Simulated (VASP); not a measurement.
Runs of VASP 6.6.1 on Au. The structure is that of space group P6/mmm (No. 191), or close to it. The cells are those of the table. This isn't the form of Au at room conditions, which is fcc.

| task | cell | cutoff (eV) | gap on the mesh (eV) | pressure (GPa) |
| --- | --- | --- | --- | --- |
| single point | a = 4.000, b = 4.000, c = 2.382 Å, angles 90.0, 90.0, 120.0°, 3 atoms | 520 | none | (a) |
| single point | a = 4.757, b = 4.757, c = 2.808 Å, angles 90.0, 90.0, 120.0°, 3 atoms | 520 | none | -0.2 |
| relaxation of shape and atoms at fixed volume | relaxed from a = 4.593, b = 4.593, c = 2.711 Å, angles 90.0, 90.0, 120.0°, 3 atoms | 600 | none | 18.8 |
| relaxation of shape and atoms at fixed volume | relaxed from a = 4.012, b = 4.012, c = 2.368 Å, angles 90.0, 90.0, 120.0°, 3 atoms | 600 | none | 286.5 |

Alike in all rows: level PBE; potentials or basis VASP PAW PBE potentials, release 64 (Au); no spin polarisation; k mesh 9 × 9 × 12; smearing fermi-dirac 0.08 eV.

Fill in the values left out.

(a) 286.4.

Caveats: spin-orbit coupling is left out, which moves the levels of the heavy elements; the cell stands under pressure (at least some runs).

A k mesh can miss the band edges, and the runs leave out spin-orbit coupling on Au.

A gap of «none» marks levels without a gap at the run's occupations.
